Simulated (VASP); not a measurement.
# Be2Se (P1) in VASP: relaxation of cell and atoms with PBE

Aim: the relaxation of cell and atoms of Be2Se with PBE.

All numbers are computed with VASP 6.6.1; they aren't measurements. Logs are shortened: lines on timing, memory, paths and dates and some standing lists are left out, and cuts for length are marked.

## 1. The cell of the first run

The typed cell holds 9 atoms: a = 3.523 Å, b = 3.544 Å, c = 11.268 Å, α = 90.69°, β = 91.95°, γ = 91.96°.

## 2. Relaxation of cell and atoms, PBE

The input, INCAR:

```
SYSTEM = Be2Se
ALGO = Normal
EDIFF = 1E-6
EDIFFG = -0.025
ENCUT = 600
GGA = PE
IBRION = 2
ISIF = 3
ISMEAR = 0
LASPH = .True.
LCHARG = .False.
LREAL = .False.
LWAVE = .False.
NELM = 100
NSW = 80
PREC = Accurate
SIGMA = 0.2
```

The input, KPOINTS:

```
k-points
0
Gamma
  6 6 2
  0 0 0
```

The input, POSCAR:

```
Be2Se
1.0
    3.5217483306     -0.0606962270     -0.0595626248
   -0.0606962270      3.5432993791     -0.0216824568
   -0.1946821782     -0.0708697432     11.2658116200
Be Se
6 3
Direct
    0.4729456920     -0.0014427332      0.6560890429
   -0.0060484284      0.0570339039      0.4973370921
    0.0104502324      0.4585524849      0.3656985065
    0.4650773017      0.4840990510      0.5093312606
    0.3914677917      0.0149249448      0.0957938235
    0.0254010379      0.5208683310      0.8750145546
    0.5362984285      0.5290847368      0.7604090250
    0.5294969890      0.4328852576      0.2394278476
    0.0749109553      0.0039940233      0.0008988474
```

Potentials or basis: VASP PAW PBE potentials, release 64 (Be, Se).

Started as:

```bash
cat potpaw_PBE.64/Be/POTCAR potpaw_PBE.64/Se/POTCAR > POTCAR
mpirun -np 1 vasp_std > vasp.out
```

OUTCAR:

```text
SYSTEM = Be2Se
   EDIFF = 1E-6
   EDIFFG = -0.025
   ENCUT = 600
   GGA = PE
   IBRION = 2
   ISIF = 3
   ISMEAR = 0
   LASPH = .True.
   LREAL = .False.
   NELM = 100
   NSW = 80
   PREC = Accurate

 ion  position               nearest neighbor table
   1  0.473  0.999  0.656-   7 2.06   7 2.21
   2  0.994  0.057  0.497-   3 2.07   4 2.21
   3  0.010  0.459  0.366-   2 2.07   8 2.17   4 2.24   8 2.36
   4  0.465  0.484  0.509-   2 2.21   3 2.24
   5  0.391  0.015  0.096-   9 1.52   8 2.21
   6  0.025  0.521  0.875-   7 2.12   9 2.21   7 2.25   9 2.34
   7  0.536  0.529  0.760-   1 2.06   6 2.12   1 2.21   6 2.25
   8  0.529  0.433  0.239-   3 2.17   5 2.21   3 2.36
   9  0.075  0.004  0.001-   5 1.52   6 2.21   6 2.34

  LATTYP: Found a triclinic cell.
 ALAT       =     3.5227749066
 B/A-ratio  =     3.3185353820
 C/A-ratio  =     1.0059926121
 COS(alpha) =     0.0219914356
 COS(beta)  =     0.0342454041
 COS(gamma) =     0.2685002526

  Lattice vectors:

 A1 = (   3.5217483306,  -0.0606962270,  -0.0595626248)
 A2 = (   3.3270661524,  -0.1315659702,  11.2062489952)
 A3 = (   0.0606962270,  -3.5432993791,   0.0216824568)

Analysis of symmetry for initial positions (statically):
=====================================================================
 Subroutine PRICEL returns:
 Original cell was already a primitive cell.

 Routine SETGRP: Setting up the symmetry group for a
 triclinic supercell.

 Subroutine GETGRP returns: Found  1 space group operations
 (whereof  1 operations were pure point group operations)
 out of a pool of  2 trial point group operations.

The static configuration has the point symmetry C_1 .

Analysis of symmetry for dynamics (positions and initial velocities):
=====================================================================
 Subroutine PRICEL returns:
 Original cell was already a primitive cell.

 Routine SETGRP: Setting up the symmetry group for a
 triclinic supercell.

 Subroutine GETGRP returns: Found  1 space group operations
 (whereof  1 operations were pure point group operations)
 out of a pool of  2 trial point group operations.

The dynamic configuration has the point symmetry C_1 .

 Subroutine INISYM returns: Found  1 space group operations
 (whereof  1 operations are pure point group operations),
 and found     1 'primitive' translations

----------------------------------------------------------------------------------------

                                     Primitive cell

  volume of cell :     140.4931

  direct lattice vectors                    reciprocal lattice vectors
     3.521748331 -0.060696227 -0.059562625     0.284117835  0.004897132  0.004940588
    -0.060696227  3.543299379 -0.021682457     0.004897132  0.282318109  0.001860602
    -0.194682178 -0.070869743 11.265811620     0.001511563  0.000569248  0.088793835

  length of vectors
     3.522774907  3.543885530 11.267716500     0.284202983  0.282366709  0.088808524

  position of ions in fractional coordinates (direct lattice)
     0.472945692  0.998557267  0.656089043
     0.993951572  0.057033904  0.497337092
     0.010450232  0.458552485  0.365698507
     0.465077302  0.484099051  0.509331261
     0.391467792  0.014924945  0.095793824
     0.025401038  0.520868331  0.875014555
     0.536298428  0.529084737  0.760409025
     0.529496989  0.432885258  0.239427848
     0.074910955  0.003994023  0.000898847

  ion indices of the primitive-cell ions
   primitive index   ion index
                 1           1
                 2           2
                 3           3
                 4           4
                 5           5
                 6           6
                 7           7
                 8           8
                 9           9

----------------------------------------------------------------------------------------

 KPOINTS: k-points

Automatic generation of k-mesh.
 Grid dimensions read from file:
 generate k-points for:    6    6    2

 Generating k-lattice:

  Cartesian coordinates                     Fractional coordinates (reciprocal lattice)
     0.047352973  0.000816189  0.000823431     0.166666667  0.000000000  0.000000000
     0.000816189  0.047053018  0.000310100    -0.000000000  0.166666667  0.000000000
     0.000755782  0.000284624  0.044396917     0.000000000  0.000000000  0.500000000

  Length of vectors
     0.047367164  0.047061118  0.044404262

  Shift w.r.t. Gamma in fractional coordinates (k-lattice)
     0.000000000  0.000000000  0.000000000

 Subroutine IBZKPT returns following result:
 ===========================================

 Found     40 irreducible k-points:

 Following reciprocal coordinates:
            Coordinates               Weight
  0.000000  0.000000  0.000000      1.000000
  0.166667 -0.000000 -0.000000      2.000000
  0.333333 -0.000000  0.000000      2.000000
  0.500000 -0.000000  0.000000      1.000000
  0.000000  0.166667 -0.000000      2.000000
  0.166667  0.166667  0.000000      2.000000
[... 16 lines left out ...]
  0.333333 -0.000000  0.500000      2.000000
  0.500000  0.000000  0.500000      1.000000
 [... further k-points ...]
   k-points           NKPTS =     40   k-points in BZ     NKDIM =     40   number of bands    NBANDS=     20
   number of dos      NEDOS =    301   number of ions     NIONS =      9
   total plane-waves  NPLWV =  70560
   dimension x,y,z NGX =    28 NGY =   28 NGZ =   90
   dimension x,y,z NGXF=    56 NGYF=   56 NGZF=  180
   ions per type =               6   3
   NGX,Y,Z   is equivalent  to a cutoff of  13.21, 13.13, 13.28 a.u.
   NGXF,Y,Z  is equivalent  to a cutoff of  26.43, 26.27, 26.56 a.u.
 SYSTEM =  Be2Se
   PREC   = accura    normal or accurate (medium, high low for compatibility)
   ISTART =      0    job   : 0-new  1-cont  2-samecut
   ICHARG =      2    charge: 1-file 2-atom 10-const
   ISPIN  =      1    spin polarized calculation?
   LNONCOLLINEAR =      F non collinear calculations
   LSORBIT =      F    spin-orbit coupling
   LASPH  =      T    aspherical Exc in radial PAW
   ENCUT  =  600.0 eV  44.10 Ry    6.64 a.u.   7.04  7.08 22.50*2*pi/ulx,y,z
   NELM   =    100;   NELMIN=  2; NELMDL= -5     # of ELM steps
   EDIFF  = 0.1E-05   stopping-criterion for ELM
   LREAL  =      F    real-space projection
   EDIFFG = -.3E-01   stopping-criterion for IOM
   NSW    =     80    number of steps for IOM
   IBRION =      2    ionic relax: 0-MD 1-quasi-New 2-CG
   NFREE  =      1    steps in history (QN), initial steepest desc. (CG)
   ISIF   =      3    stress and relaxation
   ISYM   =      2    0-nonsym 1-usesym 2-fastsym
   POTIM  = 0.5000    time-step for ionic-motion
   TEBEG  =    0.0;   TEEND  =   0.0 temperature during run
   PSTRESS=    0.0 pullay stress
   NELECT =      30.0000    total number of electrons
   NUPDOWN=      -1.0000    fix difference up-down
   EMIN   =  10.00;   EMAX   =-10.00  energy-range for DOS
   EFERMI =   0.00;   METHOD = LEGACY
   ISMEAR =     0;   SIGMA  =   0.20  broadening in eV -4-tet -1-fermi 0-gaus
   EFERMI_NEDOS =   21; number of points for ismear=-14 and -15
   IALGO  =     38    algorithm
   IMIX   =      4    mixing-type and parameters
     AMIX     =   0.40;   BMIX     =  1.00
     AMIX_MAG =   1.60;   BMIX_MAG =  1.00
  volume/ion in A,a.u.               =      15.61       105.34
  Fermi-wavevector in a.u.,A,eV,Ry     =   0.978506  1.849108 13.027228  0.957474
  Thomas-Fermi vector in A             =   2.109287
   LORBIT       =      0    0 simple, 1 ext, 2 COOP (PROOUT), +10 PAW based schemes
   GGA     = PE    functional components
   LHFCALC =     F    Hartree Fock is set to
   AEXX    =    0.0000 exact exchange contribution
   IVDW    =     0    specifies the selected vdW correction
   LEPSILON=     F    determine dielectric tensor
   LRPA    =     F    only Hartree local field effects (RPA)
 conjugate gradient relaxation of ions
 non-spin polarized calculation
 Gauss-broadening in eV      SIGMA  =   0.20
  energy-cutoff  :      600.00
  volume of cell :      140.49
 maximum number of plane-waves:      4714
   NGX = 15   NGY = 15   NGZ = 45

--------------------------------------- Ionic step        1  -------------------------------------------

 number of electron      29.9999998 magnetization

 Free energy of the ion-electron system (eV)
  ---------------------------------------------------
  ext. energy  EPLUGINS =         0.00000000
  ---------------------------------------------------
  free energy    TOTEN  =       -28.89859196 eV

  energy without entropy =      -28.85556049  energy(sigma->0) =      -28.87707623

------------------------ aborting loop because EDIFF is reached ----------------------------------------

  FORCE on cell =-STRESS in cart. coord.  units (eV):
  Direction    XX          YY          ZZ          XY          YZ          ZX
  --------------------------------------------------------------------------------------
  -------------------------------------------------------------------------------------
  Total       14.1311297     -1.2907119     13.8182938      1.0818512      0.1938596     16.7007562
  in kB      161.1507560    -14.7192198    157.5831900     12.3373818      2.2107662    190.4546592
  external PRESSURE =     101.3382421 kB  Pullay stress =       0.0000000 kB
[... 110 lines left out ...]
  FREE ENERGIE OF THE ION-ELECTRON SYSTEM (eV)
  ---------------------------------------------------
  free  energy   TOTEN  =       -30.4758313225 eV

  energy  without entropy=      -30.4171013841  energy(sigma->0) =      -30.44646635

 E-fermi :   3.9663     XC(G=0):  -9.2964

 val. band max:        3.9043200984   @ k =   0.3333   0.3333   0.0000
 cond. band min:       3.9724437682   @ k =   0.1667  -0.0000  -0.0000
 fundamental gap:      0.0681236698
 Fermi energy:         3.9662582440

 k-point     1 :       0.0000    0.0000    0.0000
  band No.  band energies     occupation
      1     -10.9968      2.00000
      2     -10.2489      2.00000
      3      -9.7397      2.00000
      4      -3.3604      2.00000
      5      -2.4439      2.00000
      6       0.2465      2.00000
[... 541 lines left out ...]
     19       7.7668      0.00000
     20       7.9067      0.00000

 [... further k-points ...]

[... ionic steps 4 to 26 ...]

--------------------------------------- Ionic step       27  -------------------------------------------

 number of electron      29.9999998 magnetization

------------------------ aborting loop because EDIFF is reached ----------------------------------------
[... 81 lines left out ...]
--------------------------------------- Ionic step       29  -------------------------------------------

 number of electron      29.9999998 magnetization

 Free energy of the ion-electron system (eV)
  ---------------------------------------------------
  ext. energy  EPLUGINS =         0.00000000
  ---------------------------------------------------
  free energy    TOTEN  =       -34.29573304 eV

  energy without entropy =      -34.24485564  energy(sigma->0) =      -34.27029434

 E-fermi :   4.2843     XC(G=0):  -9.4668

 val. band max:        4.2052150587   @ k =  -0.3333   0.3333  -0.0000
 cond. band min:       4.3407575245   @ k =   0.1667  -0.0000  -0.0000
 fundamental gap:      0.1355424658
 Fermi energy:         4.2842626504

 k-point     1 :       0.0000    0.0000    0.0000
  band No.  band energies     occupation
      1     -10.7207      2.00000
      2     -10.1810      2.00000
      3      -9.5575      2.00000
      4      -3.2325      2.00000
      5      -2.2982      2.00000
      6       0.5922      2.00000
[... 541 lines left out ...]
     19       8.4350      0.00000
     20       8.4979      0.00000

 [... further k-points ...]
[... 5 lines left out ...]
  --------------------------------------------------------------------------------------
  -------------------------------------------------------------------------------------
  Total       -0.0152972     -0.0018332      0.0498314     -0.0140324      0.0173429     -0.0129363
  in kB       -0.1805178     -0.0216336      0.5880445     -0.1655912      0.2046580     -0.1526572
  external PRESSURE =       0.1286311 kB  Pullay stress =       0.0000000 kB
[... 24 lines left out ...]
  FREE ENERGIE OF THE ION-ELECTRON SYSTEM (eV)
  ---------------------------------------------------
  free  energy   TOTEN  =       -34.2957330383 eV

  energy  without entropy=      -34.2448556413  energy(sigma->0) =      -34.27029434

 reached required accuracy - stopping structural energy minimisation
```

It took 17 min on 1 thread of Intel Xeon 6975P-C (Granite Rapids), shared host; peak memory 0.34 GiB.

What came out:

```
Free energy                            : -34.2957 eV
Relaxed volume                         : 15.09 Å³/atom
Relaxed cell                           : a = 3.480 Å, b = 3.479 Å, c = 11.213 Å, α = 90.01°, β = 89.97°, γ = 89.96°
Space group after relaxing (to 0.05 Å) : Pm (No. 6)
Energy gained by relaxing              : 599.7 meV/atom
Ionic steps                            : 29
Pressure after relaxing                : 0.0 GPa
Largest force after relaxing           : 0.017 eV/Å
Band gap on the k mesh                 : zero (band 15 reaches 5.47 eV, above the bottom of band 16 at 3.81 eV)
```

Forces on the atoms (eV/Å):
```
Be   0.006  0.014  0.002
Be   0.012 -0.004 -0.005
Be   0.000 -0.013  0.007
Be   0.016  0.001  0.002
Be  -0.002 -0.013  0.003
Be  -0.011  0.003  0.003
Se   0.000  0.001 -0.005
Se  -0.009  0.007 -0.013
Se  -0.012  0.003  0.005
```

The path:
| step | energy change (eV) | largest force (eV/Å) | pressure (GPa) | volume (Å³) |
| --- | --- | --- | --- | --- |
| 1 | 0.0000 | 21.8429 | 10.13 | 140.49 |
| 2 | -1.1404 | 7.8623 | 1.15 | 160.08 |
| 3 | -1.5772 | 7.3293 | 0.70 | 158.36 |
| 4 | -1.9769 | 6.7386 | 0.23 | 156.78 |
| 5 | -3.8514 | 3.5392 | -2.05 | 148.72 |
| 6 | -4.4805 | 1.9607 | -1.70 | 144.63 |
| 7 | -4.4782 | 1.8484 | -1.38 | 144.10 |
| 8 | -4.4836 | 1.9128 | -1.58 | 144.41 |
| 9 | -4.9835 | 1.0297 | -1.92 | 141.91 |
| 10 | -5.1274 | 0.9099 | -1.12 | 139.49 |
| 11 | -5.2649 | 0.4406 | 0.10 | 136.50 |
| 12 | -5.2816 | 0.4939 | 0.83 | 135.08 |
| 13 | -5.3312 | 0.2432 | 0.01 | 136.34 |
| 14 | -5.3359 | 0.2690 | -0.27 | 136.86 |
| 15 | -5.3550 | 0.2048 | -0.21 | 136.65 |
| 16 | -5.3667 | 0.2751 | -0.06 | 136.31 |
| 17 | -5.3820 | 0.1404 | 0.05 | 136.00 |
| 18 | -5.3876 | 0.1241 | 0.19 | 135.67 |
| 19 | -5.3914 | 0.0661 | -0.08 | 136.10 |
| 20 | -5.3915 | 0.0735 | -0.14 | 136.20 |
| 21 | -5.3935 | 0.0557 | -0.03 | 135.98 |
| 22 | -5.3941 | 0.0869 | 0.06 | 135.78 |
| 23 | -5.3954 | 0.0460 | 0.02 | 135.80 |
| 24 | -5.3955 | 0.0450 | 0.01 | 135.81 |
| 25 | -5.3961 | 0.0383 | -0.03 | 135.87 |
| 26 | -5.3963 | 0.0351 | -0.05 | 135.90 |
| 27 | -5.3967 | 0.0261 | 0.04 | 135.73 |
| 28 | -5.3967 | 0.0297 | 0.04 | 135.71 |
| 29 | -5.3971 | 0.0170 | 0.01 | 135.77 |

Final structure:
```xyz
9
Lattice="3.4804 0.0013 0.0013 0.0010 3.4789 -0.0008 0.0013 0.0012 11.2131" Properties=species:S:1:pos:R:3 pbc="T T T"
Be    1.7350    3.4763    7.1906
Be    3.4737    0.0019    5.6089
Be    3.4807    1.7476    4.0226
Be    1.7128    1.7406    5.6064
Be    1.7508    0.0043    1.3409
Be    0.0120    1.7377    9.8712
Se    1.7498    1.7373    8.5189
Se    1.7447    1.7430    2.6961
Se    0.0138    3.4783   11.2119
```

Levels at points of the mesh, in eV from the Fermi level:
```
           k point  band 12  band 13  band 14  band 15  band 16  band 17  band 18  band 19
(0.00, 0.00, 0.00)    -1.60    -1.59    -0.19     1.18     1.19     2.18     2.80     3.25
(0.50, 0.00, 0.00)    -1.85    -1.83    -1.75    -0.18     1.32     3.30     3.49     3.53
(0.00, 0.50, 0.00)    -1.86    -1.84    -1.76    -0.18     1.31     3.31     3.49     3.51
(0.50, 0.50, 0.00)    -4.32    -2.90    -2.89    -1.81    -0.35    -0.25     2.21     2.63
(0.00, 0.00, 0.50)    -1.47    -1.47    -0.87     1.02     1.02     2.18     2.77     3.44
(0.50, 0.00, 0.50)    -1.84    -1.83    -1.76    -0.50     1.93     3.30     3.56     4.15
(0.00, 0.50, 0.50)    -1.85    -1.84    -1.77    -0.50     1.92     3.30     3.55     4.15
(0.50, 0.50, 0.50)    -4.32    -2.95    -2.95    -1.73    -0.47     0.12     1.29     3.03
```
